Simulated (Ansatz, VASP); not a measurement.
## WS2 in VASP and in Ansatz

```
CELL_PARAMETERS angstrom
0.00000 -5.45125 0.00000
4.72092 -2.72562 0.00000
0.00000 -1.81708 6.38498
ATOMIC_POSITIONS crystal
W 0.66599 0.66667 0.00202
W 0.33266 0.33333 0.00202
W 0.99933 0.00000 0.00202
S 0.25085 0.66667 0.24744
S 0.91752 0.33333 0.24744
S 0.58419 0.00000 0.24744
S 0.41445 0.66667 0.75665
S 0.08112 0.33333 0.75665
S 0.74778 0.00000 0.75665
```

Alike in both runs: task relaxation of cell and atoms; functional PBEsol; k mesh 6 × 6 × 4; occupations gaussian, width 0.02 eV; no spin polarisation.

|  | VASP | Ansatz |
| --- | --- | --- |
| version | VASP 6.6.1 | Ansatz 0.2.0 |
| potentials or method | VASP PAW PBE potentials, release 64 (W_sv, S), cutoff 500 eV | scalar-relativistic, plane waves, PAW |
| valence electrons in the cell | 78 | 78 |

```csv
,VASP,Ansatz,Ansatz less VASP
"gap on the k mesh at the Fermi level, each at its own relaxed structure (eV)",1.17,1.16,-0.015
relaxed volume (Å³/atom),18.27,18.26,-0.009
relaxed length of the cell vector where the two differ most in proportion (Å),6.640,6.639,-0.0012
```

VASP's potentials were made for PBE, not for PBEsol.

Spin-orbit coupling is off throughout.
